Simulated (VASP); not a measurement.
# C (P6_3/mmc) in VASP: single point with r2SCAN

Aim: the single point of C with r2SCAN.

Everything below comes from runs of VASP 6.6.1. Logs are shortened: lines on timing, memory, paths and dates and some standing lists are left out, and cuts for length are marked.

## Step 1: The cell of the first run

It takes space group P6_3/mmc (No. 194, hexagonal). The conventional cell has a = 2.503 Å, b = 2.503 Å, c = 4.127 Å, α = 90.00°, β = 90.00°, γ = 120.00°. Within 2.0 Å of C (site symmetry 3m) lie 4 C at 1.54 to 1.55 Å.

## Step 2: Single point, r2SCAN (strained cell)

POSCAR reads:

```
C
1.0
    2.5033890674      0.0000000000      0.0000000000
   -1.2516945337      2.1679985279      0.0000000000
    0.0000000000      0.0000000000      4.1271665148
C
4
Direct
    0.3333333333      0.6666666667     -0.0002547465
    0.6666666667      0.3333333333      0.4997452535
    0.3333333333      0.6666666667      0.3742547465
    0.6666666667      0.3333333333      0.8742547465
```

INCAR.step1 reads:

```
SYSTEM = C
  PREC = Accurate
  ENCUT = 1430
  ISMEAR = 0
  SIGMA = 0.02
  LREAL = .FALSE.
  LASPH = .TRUE.
  NELM = 120
  NBANDS = 16
  GGA = PE
  ALGO = Normal
  EDIFF = 1E-5
  LWAVE = .TRUE.
  LCHARG = .FALSE.
  GGA_COMPAT = .FALSE.
```

INCAR.step2 reads:

```
SYSTEM = C
  PREC = Accurate
  ENCUT = 1430
  EDIFF = 1E-6
  ISMEAR = 0
  SIGMA = 0.02
  LREAL = .FALSE.
  LASPH = .TRUE.
  NELM = 120
  ALGO = Normal
  ISIF = 2
  LWAVE = .FALSE.
  LCHARG = .TRUE.
  METAGGA = R2SCAN
  LMIXTAU = .TRUE.
  LELF = .TRUE.
  LVHAR = .TRUE.
  NBANDS = 16
  ISTART = 1
  GGA_COMPAT = .FALSE.
```

KPOINTS reads:

```
Automatic mesh
0
G
  9 9 6
  0 0 0
```

Potentials or basis: VASP PAW PBE potentials, release 64 (C_h).

On the command line:

```console
> cat potpaw_PBE.64/C_h/POTCAR > POTCAR
> cp INCAR.step1 INCAR
> mpirun -np 1 vasp_std > vasp.out
> cp INCAR.step2 INCAR
> mpirun -np 1 vasp_std > vasp.out
```

OUTCAR:

```text
SYSTEM = C
   PREC = Accurate
   ENCUT = 1430
   EDIFF = 1E-6
   ISMEAR = 0
   LREAL = .FALSE.
   LASPH = .TRUE.
   NELM = 120
   ISIF = 2
   METAGGA = R2SCAN
   ISTART = 1

 ion  position               nearest neighbor table
   1  0.333  0.667  1.000-
   2  0.667  0.333  0.500-
   3  0.333  0.667  0.374-
   4  0.667  0.333  0.874-

  LATTYP: Found a hexagonal cell.
 ALAT       =     2.5033890674
 C/A-ratio  =     1.6486316764

  Lattice vectors:

 A1 = (   2.5033890674,   0.0000000000,   0.0000000000)
 A2 = (  -1.2516945337,   2.1679985279,   0.0000000000)
 A3 = (   0.0000000000,   0.0000000000,   4.1271665148)

Analysis of symmetry for initial positions (statically):
=====================================================================
 Subroutine PRICEL returns:
 Original cell was already a primitive cell.

 Routine SETGRP: Setting up the symmetry group for a
 hexagonal supercell.

 Subroutine GETGRP returns: Found 24 space group operations
 (whereof  6 operations were pure point group operations)
 out of a pool of 24 trial point group operations.

The static configuration has the point symmetry C_3v.
 The point group associated with its full space group is D_6h.

Analysis of symmetry for dynamics (positions and initial velocities):
=====================================================================
 Subroutine PRICEL returns:
 Original cell was already a primitive cell.

 Routine SETGRP: Setting up the symmetry group for a
 hexagonal supercell.

 Subroutine GETGRP returns: Found 24 space group operations
 (whereof  6 operations were pure point group operations)
 out of a pool of 24 trial point group operations.

The dynamic configuration has the point symmetry C_3v.
 The point group associated with its full space group is D_6h.

 Subroutine INISYM returns: Found 24 space group operations
 (whereof  6 operations are pure point group operations),
 and found     1 'primitive' translations

----------------------------------------------------------------------------------------

                                     Primitive cell

  volume of cell :      22.3996

  direct lattice vectors                    reciprocal lattice vectors
     2.503389067  0.000000000  0.000000000     0.399458483  0.230627463  0.000000000
    -1.251694534  2.167998528  0.000000000     0.000000000  0.461254926  0.000000000
[... 90 lines left out ...]
   LREAL  =      F    real-space projection
   EDIFFG = 0.1E-04   stopping-criterion for IOM
   NSW    =      0    number of steps for IOM
   IBRION =     -1    ionic relax: 0-MD 1-quasi-New 2-CG
   NFREE  =      0    steps in history (QN), initial steepest desc. (CG)
   ISIF   =      2    stress and relaxation
   ISYM   =      2    0-nonsym 1-usesym 2-fastsym
   POTIM  = 0.5000    time-step for ionic-motion
   TEBEG  =    0.0;   TEEND  =   0.0 temperature during run
   PSTRESS=    0.0 pullay stress
   NELECT =      16.0000    total number of electrons
   NUPDOWN=      -1.0000    fix difference up-down
   EMIN   =  10.00;   EMAX   =-10.00  energy-range for DOS
   EFERMI =   0.00;   METHOD = LEGACY
   ISMEAR =     0;   SIGMA  =   0.02  broadening in eV -4-tet -1-fermi 0-gaus
   EFERMI_NEDOS =   21; number of points for ismear=-14 and -15
   IALGO  =     38    algorithm
   IMIX   =      4    mixing-type and parameters
     AMIX     =   0.40;   BMIX     =  1.00
     AMIX_MAG =   1.60;   BMIX_MAG =  1.00
  volume/ion in A,a.u.               =       5.60        37.79
  Fermi-wavevector in a.u.,A,eV,Ry     =   1.463418  2.765459 29.138130  2.141592
  Thomas-Fermi vector in A             =   2.579515
   LORBIT       =      0    0 simple, 1 ext, 2 COOP (PROOUT), +10 PAW based schemes
   METAGGA = R2SCAN    functional components
   LHFCALC =     F    Hartree Fock is set to
   AEXX    =    0.0000 exact exchange contribution
   IVDW    =     0    specifies the selected vdW correction
   LEPSILON=     F    determine dielectric tensor
   LRPA    =     F    only Hartree local field effects (RPA)
 non-spin polarized calculation
 Gauss-broadening in eV      SIGMA  =   0.02
  energy-cutoff  :     1430.00
  volume of cell :       22.40
 maximum number of plane-waves:      2784
 NGX is ok and might be reduce to    32
   NGX = 15   NGY = 15   NGZ = 25

 number of electron      16.0000000 magnetization

 Free energy of the ion-electron system (eV)
  ---------------------------------------------------
  ext. energy  EPLUGINS =         0.00000000
  ---------------------------------------------------
  free energy    TOTEN  =       -39.32452800 eV

  energy without entropy =      -39.32452800  energy(sigma->0) =      -39.32452800

 E-fermi :  11.5695     XC(G=0): -14.3321

 val. band max:       11.4327256431   @ k =   0.0000   0.0000   0.0000
 cond. band min:      14.9939254987   @ k =   0.3333   0.3333   0.0000
 fundamental gap:      3.5611998556
 Fermi energy:        11.5694909522

 k-point     1 :       0.0000    0.0000    0.0000
  band No.  band energies     occupation
      1     -11.7582      2.00000
      2      -5.8070      2.00000
      3      -3.0891      2.00000
      4       8.0135      2.00000
      5       8.0135      2.00000
      6      10.9096      2.00000
[... 433 lines left out ...]
      3      -0.1343      2.00000
      4       0.1472      2.00000
      5       0.1472      2.00000
      6       3.5826      2.00000
[... 8 lines left out ...]
     15      27.9181      0.00000
     16      27.9181      0.00000

 [... further k-points ...]

------------------------ aborting loop because EDIFF is reached ----------------------------------------

  FORCE on cell =-STRESS in cart. coord.  units (eV):
  Direction    XX          YY          ZZ          XY          YZ          ZX
  --------------------------------------------------------------------------------------
  -------------------------------------------------------------------------------------
  Total       -0.0900555     -0.0900555      1.8799629      0.0000000      0.0000000      0.0000000
  in kB       -6.4414152     -6.4414152    134.4684913      0.0000000      0.0000000      0.0000000
  external PRESSURE =      40.5285536 kB  Pullay stress =       0.0000000 kB

 VOLUME and BASIS-vectors are now :
 -----------------------------------------------------------------------------
  energy-cutoff  :     1430.00
  volume of cell :       22.40
      direct lattice vectors                 reciprocal lattice vectors
     2.503389067  0.000000000  0.000000000     0.399458483  0.230627463  0.000000000
    -1.251694534  2.167998528  0.000000000     0.000000000  0.461254926  0.000000000
     0.000000000  0.000000000  4.127166515     0.000000000  0.000000000  0.242296984

 POSITION                                       TOTAL-FORCE (eV/Angst)
 -----------------------------------------------------------------------------------
     -0.00000      1.44533      4.12612         0.000000     -0.000000     -0.001421
      1.25169      0.72267      2.06253        -0.000000      0.000000     -0.001421
     -0.00000      1.44533      1.54461         0.000000      0.000000      0.001421
      1.25169      0.72267      3.60819        -0.000000     -0.000000      0.001421
 -----------------------------------------------------------------------------------
    total drift:                               -0.000000      0.000000     -0.000196

  FREE ENERGIE OF THE ION-ELECTRON SYSTEM (eV)
  ---------------------------------------------------
  free  energy   TOTEN  =       -39.3245280041 eV

  energy  without entropy=      -39.3245280041  energy(sigma->0) =      -39.32452800
```

Run time: 2.1 min. Hardware: 1 thread of AMD EPYC 9R45 (Zen 5), shared host; peak memory 0.22 GiB.

Results:

- Free energy: -39.3245 eV
- Pressure: 4.1 GPa
- Band gap on the k mesh: 3.56 eV (least direct gap 5.11 eV)

Caveat: the cell differs from its parent crystal (strained cell); the stress differs along the axes, from -1 to 13 GPa; the PAW data sets were made with another functional, which shifts forces and pressure a little.
